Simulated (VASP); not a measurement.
# C (C2/m) in VASP: further runs

Runs on C. Level: PBE+D3(BJ). Tasks: single point.

Program: VASP 6.6.1. These are calculated values, not measurements. Logs are shortened: lines on timing, memory, paths and dates and some standing lists are left out, and cuts for length are marked.

**1. The cell of the first run**

It takes space group C2/m (No. 12, monoclinic). Conventional cell: a = 4.269 Å, b = 2.465 Å, c = 3.743 Å, α = 90.00°, β = 115.66°, γ = 90.00°. Within 1.9 Å of C (site symmetry m) lie 3 C at 1.42 Å.

**2. Single point, PBE+D3(BJ) (shear of c along a, cell held: -6.0 %, then relaxed in part)**

INCAR

```
  ALGO = Normal
  EDIFF = 1E-6
  ENCUT = 520
  GGA = PE
  ISIF = 2
  ISMEAR = 0
  IVDW = 12
  LASPH = T
  LCHARG = F
  LREAL = F
  LWAVE = F
  NBANDS = 16
  NELM = 60
  PREC = Accurate
  SIGMA = 0.02
```

KPOINTS

```
k-points
0
Gamma
  8 12 8
```

POSCAR

```
C
1.0
    4.2694048708      0.0000000000      0.0000000000
    0.0000000000      2.4649234225      0.0000000000
   -1.6211180014      0.0000000000      3.3739455666
C
4
Direct
    0.8334075654      0.0000000000      0.0002219169
    0.6665924346      0.5000000000      0.9997780831
    0.3334075654      0.5000000000      0.0002219169
    0.1665924346      0.0000000000      0.9997780831
```

Potentials or basis: VASP PAW PBE potentials, release 64 (C).

Started as:

```
cat potpaw_PBE.64/C/POTCAR > POTCAR
mpirun -np 1 vasp_std > vasp.out
```

OUTCAR:

```text
EDIFF = 1E-6
   ENCUT = 520
   GGA = PE
   ISIF = 2
   ISMEAR = 0
   IVDW = 12
   LASPH = T
   LREAL = F
   NELM = 60
   PREC = Accurate
 IVDW          = 12

 ion  position               nearest neighbor table
   1  0.833  0.000  0.000-   2 1.42   2 1.42   4 1.42
   2  0.667  0.500  1.000-   1 1.42   1 1.42   3 1.42
   3  0.333  0.500  0.000-   4 1.42   4 1.42   2 1.42
   4  0.167  0.000  1.000-   3 1.42   3 1.42   1 1.42

  LATTYP: Found a simple monoclinic cell.
 ALAT       =     3.7431981327
 B/A-ratio  =     0.6585073339
 C/A-ratio  =     1.1405767794
 COS(beta)  =    -0.4330836744

  Lattice vectors:

 A1 = (  -1.6211180014,   0.0000000000,   3.3739455666)
 A2 = (   0.0000000000,  -2.4649234225,   0.0000000000)
 A3 = (   4.2694048708,   0.0000000000,   0.0000000000)

Analysis of symmetry for initial positions (statically):
=====================================================================
 Subroutine PRICEL returns following result:

  LATTYP: Found a base centered monoclinic cell.
 ALAT       =     4.2694048708
 B/A-ratio  =     0.5773459058
 C/A-ratio  =     0.8767493939
 COS(beta)  =    -0.4330836744

  Lattice vectors:

 A1 = (   2.1347024354,  -1.2324617113,   0.0000000000)
 A2 = (   2.1347024354,   1.2324617113,   0.0000000000)
 A3 = (  -1.6211180014,   0.0000000000,   3.3739455666)

   2 primitive cells build up your supercell.

 Routine SETGRP: Setting up the symmetry group for a
 simple monoclinic supercell.

 Subroutine GETGRP returns: Found  4 space group operations
 (whereof  4 operations were pure point group operations)
 out of a pool of  4 trial point group operations.

The static configuration has the point symmetry C_2h.

Analysis of symmetry for dynamics (positions and initial velocities):
=====================================================================
 Subroutine PRICEL returns following result:

  LATTYP: Found a base centered monoclinic cell.
 ALAT       =     4.2694048708
 B/A-ratio  =     0.5773459058
 C/A-ratio  =     0.8767493939
 COS(beta)  =    -0.4330836744

  Lattice vectors:

 A1 = (   2.1347024354,  -1.2324617113,   0.0000000000)
 A2 = (   2.1347024354,   1.2324617113,   0.0000000000)
 A3 = (  -1.6211180014,   0.0000000000,   3.3739455666)

   2 primitive cells build up your supercell.

 Routine SETGRP: Setting up the symmetry group for a
 simple monoclinic supercell.

 Subroutine GETGRP returns: Found  4 space group operations
 (whereof  4 operations were pure point group operations)
 out of a pool of  4 trial point group operations.

The dynamic configuration has the point symmetry C_2h.

 Subroutine INISYM returns: Found  4 space group operations
 (whereof  4 operations are pure point group operations),
 and found     2 'primitive' translations

----------------------------------------------------------------------------------------

                                     Primitive cell

  volume of cell :      17.7533

  direct lattice vectors                    reciprocal lattice vectors
     2.134702435 -1.232461711  0.000000000     0.234224682 -0.405692116  0.112540597
     2.134702435  1.232461711  0.000000000     0.234224682  0.405692116  0.112540597
    -1.621118001  0.000000000  3.373945567     0.000000000  0.000000000  0.296388896

  length of vectors
     2.464937394  2.464937394  3.743198133     0.481780740  0.481780740  0.296388896

  position of ions in fractional coordinates (direct lattice)
     0.833407565  0.833407565  0.000221917
     0.166592435  0.166592435  0.999778083

  ion indices of the primitive-cell ions
   primitive index   ion index
                 1           1
                 2           4

----------------------------------------------------------------------------------------

 KPOINTS: k-points

Automatic generation of k-mesh.
 Grid dimensions read from file:
 generate k-points for:    8   12    8

 Generating k-lattice:

  Cartesian coordinates                     Fractional coordinates (reciprocal lattice)
     0.029278085  0.000000000  0.014067575     0.125000000  0.000000000  0.000000000
     0.000000000  0.033807676  0.000000000     0.000000000  0.083333333  0.000000000
     0.000000000  0.000000000  0.037048612     0.000000000  0.000000000  0.125000000

  Length of vectors
     0.032482348  0.033807676  0.037048612

  Shift w.r.t. Gamma in fractional coordinates (k-lattice)
     0.000000000  0.000000000  0.000000000

 Subroutine IBZKPT returns following result:
 ===========================================

 Found    238 irreducible k-points:

 Following reciprocal coordinates:
            Coordinates               Weight
  0.000000  0.000000  0.000000      1.000000
  0.125000  0.000000  0.000000      2.000000
  0.250000  0.000000  0.000000      2.000000
  0.375000  0.000000  0.000000      2.000000
  0.500000  0.000000  0.000000      1.000000
  0.000000  0.083333  0.000000      2.000000
[... 16 lines left out ...]
  0.250000  0.333333  0.000000      4.000000
  0.375000  0.333333  0.000000      4.000000
 [... further k-points ...]
   k-points           NKPTS =    238   k-points in BZ     NKDIM =    238   number of bands    NBANDS=     16
   number of dos      NEDOS =    301   number of ions     NIONS =      4
   total plane-waves  NPLWV =  16128
   dimension x,y,z NGX =    32 NGY =   18 NGZ =   28
   dimension x,y,z NGXF=    64 NGYF=   36 NGZF=   56
   ions per type =               4
   NGX,Y,Z   is equivalent  to a cutoff of  12.46, 12.14, 12.44 a.u.
   NGXF,Y,Z  is equivalent  to a cutoff of  24.92, 24.28, 24.87 a.u.
 SYSTEM =  unknown system
   PREC   = accura    normal or accurate (medium, high low for compatibility)
   ISTART =      0    job   : 0-new  1-cont  2-samecut
   ICHARG =      2    charge: 1-file 2-atom 10-const
   ISPIN  =      1    spin polarized calculation?
   LNONCOLLINEAR =      F non collinear calculations
   LSORBIT =      F    spin-orbit coupling
   LASPH  =      T    aspherical Exc in radial PAW
   ENCUT  =  520.0 eV  38.22 Ry    6.18 a.u.   7.94  4.58  6.96*2*pi/ulx,y,z
   NELM   =     60;   NELMIN=  2; NELMDL= -5     # of ELM steps
   EDIFF  = 0.1E-05   stopping-criterion for ELM
   LREAL  =      F    real-space projection
   EDIFFG = 0.1E-04   stopping-criterion for IOM
   NSW    =      0    number of steps for IOM
   IBRION =     -1    ionic relax: 0-MD 1-quasi-New 2-CG
   NFREE  =      0    steps in history (QN), initial steepest desc. (CG)
   ISIF   =      2    stress and relaxation
   ISYM   =      2    0-nonsym 1-usesym 2-fastsym
   POTIM  = 0.5000    time-step for ionic-motion
   TEBEG  =    0.0;   TEEND  =   0.0 temperature during run
   PSTRESS=    0.0 pullay stress
   NELECT =      16.0000    total number of electrons
   NUPDOWN=      -1.0000    fix difference up-down
   EMIN   =  10.00;   EMAX   =-10.00  energy-range for DOS
   EFERMI =   0.00;   METHOD = LEGACY
   ISMEAR =     0;   SIGMA  =   0.02  broadening in eV -4-tet -1-fermi 0-gaus
   EFERMI_NEDOS =   21; number of points for ismear=-14 and -15
   IALGO  =     38    algorithm
   IMIX   =      4    mixing-type and parameters
     AMIX     =   0.40;   BMIX     =  1.00
     AMIX_MAG =   1.60;   BMIX_MAG =  1.00
  volume/ion in A,a.u.               =       8.88        59.90
  Fermi-wavevector in a.u.,A,eV,Ry     =   1.255101  2.371796 21.432952  1.575278
  Thomas-Fermi vector in A             =   2.388874
   LORBIT       =      0    0 simple, 1 ext, 2 COOP (PROOUT), +10 PAW based schemes
   GGA     = PE    functional components
   LHFCALC =     F    Hartree Fock is set to
   AEXX    =    0.0000 exact exchange contribution
   IVDW    =    12    specifies the selected vdW correction
   LEPSILON=     F    determine dielectric tensor
   LRPA    =     F    only Hartree local field effects (RPA)
 non-spin polarized calculation
 Gauss-broadening in eV      SIGMA  =   0.02
  energy-cutoff  :      520.00
  volume of cell :       35.51
 maximum number of plane-waves:       974
   NGX = 15   NGY =  9   NGZ = 13

 number of electron      16.0000003 magnetization

 Free energy of the ion-electron system (eV)
  ---------------------------------------------------
  ext. energy  EPLUGINS =         0.00000000
  ---------------------------------------------------
  free energy    TOTEN  =       -36.84724873 eV

  energy without entropy =      -36.84724873  energy(sigma->0) =      -36.84724873

 E-fermi :   4.5278     XC(G=0): -10.2846

 val. band max:        4.3811014968   @ k =   0.0000   0.3333   0.3750
 cond. band min:       4.8855694383   @ k =   0.0000   0.3333   0.1250
 fundamental gap:      0.5044679414
 Fermi energy:         4.5277723780

 k-point     1 :       0.0000    0.0000    0.0000
  band No.  band energies     occupation
      1     -15.0180      2.00000
      2      -9.5483      2.00000
      3      -8.5277      2.00000
      4      -1.9497      2.00000
      5      -1.7884      2.00000
      6       1.6240      2.00000
[... 8 lines left out ...]
     15      17.2686      0.00000
     16      18.1097      0.00000

 k-point     2 :       0.1250    0.0000    0.0000
  band No.  band energies     occupation
      1     -14.9189      2.00000
      2     -10.4554      2.00000
      3      -7.4949      2.00000
      4      -1.8957      2.00000
      5      -1.6955      2.00000
      6       1.2514      2.00000
[... 8 lines left out ...]
     15      17.3062      0.00000
     16      17.4300      0.00000

 k-point     3 :       0.2500    0.0000    0.0000
  band No.  band energies     occupation
      1     -14.6228      2.00000
      2     -11.5954      2.00000
      3      -5.9831      2.00000
      4      -1.7246      2.00000
      5      -1.4212      2.00000
      6       0.2502      2.00000
[... 8 lines left out ...]
     15      15.6876      0.00000
     16      17.9713      0.00000
[... 362 lines left out ...]
 k-point    23 :       0.2500    0.3333    0.0000
  band No.  band energies     occupation
      1     -12.6684      2.00000
      2      -9.8018      2.00000
      3      -7.0992      2.00000
      4      -4.4048      2.00000
      5      -4.1761      2.00000
      6      -1.0751      2.00000
[... 8 lines left out ...]
     15      17.8569      0.00000
     16      19.5699      0.00000

 k-point    24 :       0.3750    0.3333    0.0000
  band No.  band energies     occupation
      1     -12.1959      2.00000
      2     -10.7402      2.00000
      3      -6.6248      2.00000
      4      -5.2510      2.00000
      5      -2.9510      2.00000
      6      -1.2141      2.00000
[... 8 lines left out ...]
     15      18.2991      0.00000
     16      20.0809      0.00000

 [... further k-points ...]

------------------------ aborting loop because EDIFF is reached ----------------------------------------

 Edisp (eV)   -0.62116

 E8    (eV) :    -0.1759

  FORCE on cell =-STRESS in cart. coord.  units (eV):
  Direction    XX          YY          ZZ          XY          YZ          ZX
  --------------------------------------------------------------------------------------
  -------------------------------------------------------------------------------------
  Total       0.15148     0.18570    -0.04496     0.00000     0.00000     0.04354
  in kB       6.83548     8.37948    -2.02853     0.00000     0.00000     1.96474
  external pressure =        4.40 kB  Pullay stress =        0.00 kB

 VOLUME and BASIS-vectors are now :
 -----------------------------------------------------------------------------
  energy-cutoff  :      520.00
  volume of cell :       35.51
      direct lattice vectors                 reciprocal lattice vectors
     4.269404871  0.000000000  0.000000000     0.234224682  0.000000000  0.112540597
     0.000000000  2.464923423  0.000000000     0.000000000  0.405692116  0.000000000
    -1.621118001  0.000000000  3.373945567     0.000000000  0.000000000  0.296388896

 POSITION                                       TOTAL-FORCE (eV/Angst)
 -----------------------------------------------------------------------------------
      3.55779      0.00000      0.00075        -0.000377     -0.000000     -0.003946
      1.22519      1.23246      3.37320         0.000377     -0.000000      0.003946
      1.42309      1.23246      0.00075        -0.000377      0.000000     -0.003946
     -0.90951      0.00000      3.37320         0.000377      0.000000      0.003946
 -----------------------------------------------------------------------------------
    total drift:                                0.000000      0.000000     -0.000000

  FREE ENERGIE OF THE ION-ELECTRON SYSTEM (eV)
  ---------------------------------------------------
  free  energy   TOTEN  =       -37.4684082364 eV

  energy  without entropy=      -37.4684082364  energy(sigma->0) =      -37.46840824
```

It took 28 s on 1 thread of Intel Xeon 6975P-C (Granite Rapids), shared host; peak memory 0.22 GiB.

Results:

```yaml
Free_energy: -37.4684 eV
Pressure: 0.4 GPa
Largest_force: 0.004 eV/Å
Band_gap_on_the_k_mesh: 0.50 eV
Dispersion_energy_per_atom: -0.155 eV
```

Forces on the atoms (eV/Å):
```
C    0.000  0.000 -0.004
C    0.000  0.000  0.004
C    0.000  0.000 -0.004
C    0.000  0.000  0.004
```

Caveat: the cell differs from its parent crystal (shear of c along a, cell held: -6.0 %, then relaxed in part).

**3. Single point, PBE+D3(BJ) (shear of c along a, cell held: +6.0 %, then relaxed in part)**

INCAR

```
SYSTEM = C
ALGO = Normal ; EDIFF = 1E-6
ENCUT = 520 ; GGA = PE
ISIF = 2 ; ISMEAR = 0
IVDW = 12 ; LASPH = .TRUE.
LCHARG = .FALSE. ; LREAL = .FALSE.
LWAVE = .FALSE. ; NBANDS = 16
NELM = 100 ; PREC = Accurate
SIGMA = 0.02
```

KPOINTS

```
k-points
0
G
  8 12 8
  0 0 0
```

POSCAR

```
C
1.0
    4.2694048708      0.0000000000      0.0000000000
    0.0000000000      2.4649234225      0.0000000000
   -1.2162445334      0.0000000000      3.3739455666
C
4
Direct
    0.8334041897      0.0000000000      0.0002211056
    0.6665958103      0.5000000000      0.9997788944
    0.3334041897      0.5000000000      0.0002211056
    0.1665958103      0.0000000000      0.9997788944
```

Potentials or basis: VASP PAW PBE potentials, release 64 (C).

Started as:

```
cat potpaw_PBE.64/C/POTCAR > POTCAR
mpirun -np 1 vasp_std > vasp.out
```

Run time: 28 s. Hardware: 1 thread of Intel Xeon 6975P-C (Granite Rapids), shared host; peak memory 0.22 GiB.

Results (log left out):

* Free energy: -37.4677 eV
* Pressure: 0.4 GPa
* Largest force: 0.005 eV/Å
* Band gap on the k mesh: 0.29 eV
* Dispersion energy per atom: -0.155 eV

Forces in eV/Å, atoms in the order of the input:
```
C   -0.003  0.000 -0.004
C    0.003  0.000  0.004
C   -0.003  0.000 -0.004
C    0.003  0.000  0.004
```

Stress tensor (GPa, compression positive):
```
 0.85  0.00 -0.33
 0.00  0.65  0.00
-0.33  0.00 -0.16
```

Levels at points of the mesh, in eV from the valence-band top:
```
           k point  band 6  band 7  band 8  band 9  band 10  band 11
(0.00, 0.00, 0.00)   -2.87   -2.86   -2.37    1.68     4.38     7.35
(0.50, 0.00, 0.00)   -5.18   -4.90   -4.90    6.90     6.90     7.27
(0.00, 0.50, 0.00)   -8.78   -1.84   -1.84    2.83     2.83     9.71
(0.50, 0.50, 0.00)   -6.23   -1.77   -1.77    2.26     2.26     7.71
(0.00, 0.00, 0.50)   -2.88   -2.87   -2.06    1.90     7.73     8.45
(0.50, 0.00, 0.50)   -6.28   -4.87   -4.87    7.64     7.64     8.26
(0.00, 0.50, 0.50)   -8.81   -3.27   -3.27    3.09     3.09    11.31
(0.50, 0.50, 0.50)   -6.28   -2.64   -2.64    1.37     1.37     7.37
```

Caveat: the cell differs from its parent crystal (shear of c along a, cell held: +6.0 %, then relaxed in part).
